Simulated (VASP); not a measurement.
# Sr (P6/mmm) in VASP: relaxation of cell and atoms with PBE

Aim: the relaxation of cell and atoms of Sr with PBE.

All numbers are computed with VASP 6.6.1; they aren't measurements. Logs are shortened: lines on timing, memory, paths and dates and some standing lists are left out, and cuts for length are marked.

## 1. The cell of the first run

Symmetry: P6/mmm, No. 191, hexagonal system. The conventional cell has a = 3.820 Å, b = 3.820 Å, c = 3.591 Å, α = 90.00°, β = 90.00°, γ = 120.00°. Within 4.7 Å of Sr (site symmetry 6/mmm) lie 8 Sr at 3.59 to 3.82 Å.

This isn't the form of Sr at room conditions, which is fcc.

## 2. Relaxation of cell and atoms, PBE, target pressure 3.6 GPa, at which the enthalpy is minimised

Contents of INCAR:

```
ALGO     = Normal         # electronic algorithm
EDIFF    = 1E-6           # SCF threshold, eV
EDIFFG   = -0.005         # ionic threshold
ENCUT    = 600            # plane-wave cutoff, eV
GGA      = PE             # functional
IBRION   = 2              # ionic algorithm
ISIF     = 3              # what is computed and relaxed
ISMEAR   = -1             # smearing method
LASPH    = True           # aspherical terms in the spheres
LCHARG   = False          # write CHGCAR
LREAL    = False          # projectors in reciprocal space
LWAVE    = False          # write WAVECAR
NELM     = 100            # most SCF steps
NSW      = 60             # ionic steps
PREC     = Accurate       # precision mode
PSTRESS  = 36.0         
SIGMA    = 0.1            # smearing width, eV
```

Contents of KPOINTS:

```
k-points
0
Gamma
  12 12 11
```

Contents of POSCAR:

```
Sr
1.0
    3.8202145716      0.0000000000      0.0000000000
   -1.9101072858      3.3084028669      0.0000000000
    0.0000000000      0.0000000000      3.5910016973
Sr
1
Direct
    0.0000000000      0.0000000000      0.0000000000
```

Potentials or basis: VASP PAW PBE potentials, release 64 (Sr_sv).

Run with:

```bash
$ cat potpaw_PBE.64/Sr_sv/POTCAR > POTCAR
$ mpirun -np 1 vasp_std > vasp.out
```

OUTCAR:

```text
EDIFF = 1E-6
   EDIFFG = -0.005
   ENCUT = 600
   GGA = PE
   IBRION = 2
   ISIF = 3
   ISMEAR = -1
   LASPH = True
   LREAL = False
   NELM = 100
   NSW = 60
   PREC = Accurate
   PSTRESS = 36.0

 ion  position               nearest neighbor table
   1  0.000  0.000  0.000-

  LATTYP: Found a hexagonal cell.
 ALAT       =     3.8202145716
 C/A-ratio  =     0.9400000000

  Lattice vectors:

 A1 = (   3.8202145716,   0.0000000000,   0.0000000000)
 A2 = (  -1.9101072858,   3.3084028669,   0.0000000000)
 A3 = (   0.0000000000,   0.0000000000,   3.5910016973)

Analysis of symmetry for initial positions (statically):
=====================================================================
 Subroutine PRICEL returns:
 Original cell was already a primitive cell.

 Routine SETGRP: Setting up the symmetry group for a
 hexagonal supercell.

 Subroutine GETGRP returns: Found 24 space group operations
 (whereof 24 operations were pure point group operations)
 out of a pool of 24 trial point group operations.

The static configuration has the point symmetry D_6h.

Analysis of symmetry for dynamics (positions and initial velocities):
=====================================================================
 Subroutine PRICEL returns:
 Original cell was already a primitive cell.

 Routine SETGRP: Setting up the symmetry group for a
 hexagonal supercell.

 Subroutine GETGRP returns: Found 24 space group operations
 (whereof 24 operations were pure point group operations)
 out of a pool of 24 trial point group operations.

The dynamic configuration has the point symmetry D_6h.

 Subroutine INISYM returns: Found 24 space group operations
 (whereof 24 operations are pure point group operations),
 and found     1 'primitive' translations

----------------------------------------------------------------------------------------

                                     Primitive cell

  volume of cell :      45.3860

  direct lattice vectors                    reciprocal lattice vectors
     3.820214572  0.000000000  0.000000000     0.261765401  0.151130325  0.000000000
    -1.910107286  3.308402867  0.000000000     0.000000000  0.302260650  0.000000000
     0.000000000  0.000000000  3.591001697     0.000000000  0.000000000  0.278473831

  length of vectors
     3.820214572  3.820214572  3.591001697     0.302260650  0.302260650  0.278473831

  position of ions in fractional coordinates (direct lattice)
     0.000000000  0.000000000  0.000000000

  ion indices of the primitive-cell ions
   primitive index   ion index
                 1           1

----------------------------------------------------------------------------------------

 KPOINTS: k-points

Automatic generation of k-mesh.
 Grid dimensions read from file:
 generate k-points for:   12   12   11

 Generating k-lattice:

  Cartesian coordinates                     Fractional coordinates (reciprocal lattice)
     0.021813783  0.012594194  0.000000000     0.083333333  0.000000000  0.000000000
     0.000000000  0.025188387  0.000000000     0.000000000  0.083333333  0.000000000
     0.000000000  0.000000000  0.025315803     0.000000000  0.000000000  0.090909091

  Length of vectors
     0.025188387  0.025188387  0.025315803

  Shift w.r.t. Gamma in fractional coordinates (k-lattice)
     0.000000000  0.000000000  0.000000000

 Subroutine IBZKPT returns following result:
 ===========================================

 Found    114 irreducible k-points:

 Following reciprocal coordinates:
            Coordinates               Weight
  0.000000  0.000000  0.000000      1.000000
  0.083333  0.000000  0.000000      6.000000
  0.166667  0.000000  0.000000      6.000000
  0.250000  0.000000  0.000000      6.000000
  0.333333  0.000000  0.000000      6.000000
  0.416667  0.000000  0.000000      6.000000
[... 16 lines left out ...]
  0.250000  0.000000  0.090909     12.000000
  0.333333  0.000000  0.090909     12.000000
 [... further k-points ...]
   k-points           NKPTS =    114   k-points in BZ     NKDIM =    114   number of bands    NBANDS=      9
   number of dos      NEDOS =    301   number of ions     NIONS =      1
   total plane-waves  NPLWV =  30720
   dimension x,y,z NGX =    32 NGY =   32 NGZ =   30
   dimension x,y,z NGXF=    64 NGYF=   64 NGZF=   60
   ions per type =               1
   NGX,Y,Z   is equivalent  to a cutoff of  13.93, 13.93, 13.89 a.u.
   NGXF,Y,Z  is equivalent  to a cutoff of  27.85, 27.85, 27.78 a.u.
 SYSTEM =  unknown system
   PREC   = accura    normal or accurate (medium, high low for compatibility)
   ISTART =      0    job   : 0-new  1-cont  2-samecut
   ICHARG =      2    charge: 1-file 2-atom 10-const
   ISPIN  =      1    spin polarized calculation?
   LNONCOLLINEAR =      F non collinear calculations
   LSORBIT =      F    spin-orbit coupling
   LASPH  =      T    aspherical Exc in radial PAW
   ENCUT  =  600.0 eV  44.10 Ry    6.64 a.u.   7.63  7.63  7.17*2*pi/ulx,y,z
   NELM   =    100;   NELMIN=  2; NELMDL= -5     # of ELM steps
   EDIFF  = 0.1E-05   stopping-criterion for ELM
   LREAL  =      F    real-space projection
   EDIFFG = -.5E-02   stopping-criterion for IOM
   NSW    =     60    number of steps for IOM
   IBRION =      2    ionic relax: 0-MD 1-quasi-New 2-CG
   NFREE  =      1    steps in history (QN), initial steepest desc. (CG)
   ISIF   =      3    stress and relaxation
   ISYM   =      2    0-nonsym 1-usesym 2-fastsym
   POTIM  = 0.5000    time-step for ionic-motion
   TEBEG  =    0.0;   TEEND  =   0.0 temperature during run
   PSTRESS=   36.0 pullay stress
   NELECT =      10.0000    total number of electrons
   NUPDOWN=      -1.0000    fix difference up-down
   EMIN   =  10.00;   EMAX   =-10.00  energy-range for DOS
   EFERMI =   0.00;   METHOD = LEGACY
   ISMEAR =    -1;   SIGMA  =   0.10  broadening in eV -4-tet -1-fermi 0-gaus
   EFERMI_NEDOS =   21; number of points for ismear=-14 and -15
   IALGO  =     38    algorithm
   IMIX   =      4    mixing-type and parameters
     AMIX     =   0.40;   BMIX     =  1.00
     AMIX_MAG =   1.60;   BMIX_MAG =  1.00
  volume/ion in A,a.u.               =      45.39       306.28
  Fermi-wavevector in a.u.,A,eV,Ry     =   0.988783  1.868529 13.302300  0.977691
  Thomas-Fermi vector in A             =   2.120334
   LORBIT       =      0    0 simple, 1 ext, 2 COOP (PROOUT), +10 PAW based schemes
   GGA     = PE    functional components
   LHFCALC =     F    Hartree Fock is set to
   AEXX    =    0.0000 exact exchange contribution
   IVDW    =     0    specifies the selected vdW correction
   LEPSILON=     F    determine dielectric tensor
   LRPA    =     F    only Hartree local field effects (RPA)
 conjugate gradient relaxation of ions
 non-spin polarized calculation
  energy-cutoff  :      600.00
  volume of cell :       45.39
 maximum number of plane-waves:      1538
 NGX is ok and might be reduce to    32
   NGX = 15   NGY = 15   NGZ = 15

--------------------------------------- Ionic step        1  -------------------------------------------

 number of electron      10.0000000 magnetization

 Free energy of the ion-electron system (eV)
  ---------------------------------------------------
  ext. energy  EPLUGINS =         0.00000000
  ---------------------------------------------------
  free energy    TOTEN  =        -1.35961122 eV

  energy without entropy =       -1.32632692  energy(sigma->0) =       -1.34296907

------------------------ aborting loop because EDIFF is reached ----------------------------------------

  FORCE on cell =-STRESS in cart. coord.  units (eV):
  Direction    XX          YY          ZZ          XY          YZ          ZX
  --------------------------------------------------------------------------------------
  -------------------------------------------------------------------------------------
  Total        0.8890827      0.8890827      0.4807083      0.0000000     -0.0000000      0.0000000
  in kB       31.3856381     31.3856381     16.9695531      0.0000000     -0.0000000      0.0000000
  external PRESSURE =      -9.4197236 kB  Pullay stress =      36.0000000 kB
[... 96 lines left out ...]
  enthalpy is  TOTEN    =        -0.3509374093 eV   P V=        0.9673094428

--------------------------------------- Ionic step        4  -------------------------------------------

 number of electron      10.0000000 magnetization

 Free energy of the ion-electron system (eV)
  ---------------------------------------------------
  ext. energy  EPLUGINS =         0.00000000
  ---------------------------------------------------
  free energy    TOTEN  =        -1.31580749 eV

  energy without entropy =       -1.28722525  energy(sigma->0) =       -1.30151637

 E-fermi :   2.4214     XC(G=0):  -8.1336

 val. band max:        2.3708640370   @ k =   0.3333   0.2500   0.2727
 cond. band min:       2.4587449003   @ k =   0.4167   0.0833   0.2727
 fundamental gap:      0.0878808633
 Fermi energy:         2.4214132373

 k-point     1 :       0.0000    0.0000    0.0000
  band No.  band energies     occupation
      1     -33.9264      2.00000
      2     -15.7073      2.00000
      3     -15.7073      2.00000
      4     -15.6156      2.00000
      5      -1.4037      2.00000
      6       3.1343      0.00160
      7       4.9925      0.00000
      8       4.9925      0.00000
      9       8.6927      0.00000
[... 265 lines left out ...]
 k-point    24 :       0.3333    0.0000    0.0909
  band No.  band energies     occupation
      1     -33.8863      2.00000
      2     -16.0786      2.00000
      3     -15.7876      2.00000
      4     -15.6329      2.00000
      5       0.5342      2.00000
      6       3.0950      0.00237
      7       3.8830      0.00000
      8       6.4269      0.00000
      9       7.0117      0.00000

 [... further k-points ...]
[... 5 lines left out ...]
  --------------------------------------------------------------------------------------
  -------------------------------------------------------------------------------------
  Total        0.9656518      0.9656518      0.9611751      0.0000000      0.0000000     -0.0000000
  in kB       36.0310075     36.0310075     35.8639717      0.0000000      0.0000000     -0.0000000
  external PRESSURE =      -0.0246711 kB  Pullay stress =      36.0000000 kB
[... 16 lines left out ...]
  FREE ENERGIE OF THE ION-ELECTRON SYSTEM (eV)
  ---------------------------------------------------
  free  energy   TOTEN  =        -1.3158074923 eV

  energy  without entropy=       -1.2872252521  energy(sigma->0) =       -1.30151637

  enthalpy is  TOTEN    =        -0.3509867121 eV   P V=        0.9648207802

 reached required accuracy - stopping structural energy minimisation
```

Wall time 3.5 min (1 thread of AMD EPYC 7R43 (Zen 3), shared host); peak memory 0.19 GiB.

Results:

```yaml
Free_energy: -1.3158 eV
Relaxed_volume: 42.94 Å³/atom
Relaxed_cell: a = 3.782 Å, b = 3.782 Å, c = 3.467 Å, α = 90.00°, β = 90.00°, γ = 120.00°
Space_group_after_relaxing_to_0.1_Å: P6/mmm (No. 191)
Energy_change_on_relaxing_the_run_minimises_the_enthalpy: +43.8 meV/atom
Ionic_steps: 4
Pressure_after_relaxing: 3.6 GPa
Band_gap_on_the_k_mesh: zero (bands 5 and 6 overlap by 0.53 eV)
```

The path:
```
step  energy change (eV)  largest force (eV/Å)  pressure (GPa)  volume (Å³)
   1              0.0000                0.0000            2.66        45.39
   2              0.0287                0.0000            3.28        43.65
   3              0.0414                0.0000            3.54        43.05
   4              0.0438                0.0000            3.60        42.94
```

Final structure:
```xyz
1
Lattice="3.7817 0.0000 0.0000 -1.8909 3.2751 0.0000 0.0000 0.0000 3.4669" Properties=species:S:1:pos:R:3 pbc="T T T"
Sr    0.0000    0.0000    3.4669
```

Caveat: the cell is relaxed towards a set pressure, so the run minimises the enthalpy, not the energy.

The gap in the log of VASP goes by the Fermi energy; the results here count the filled bands.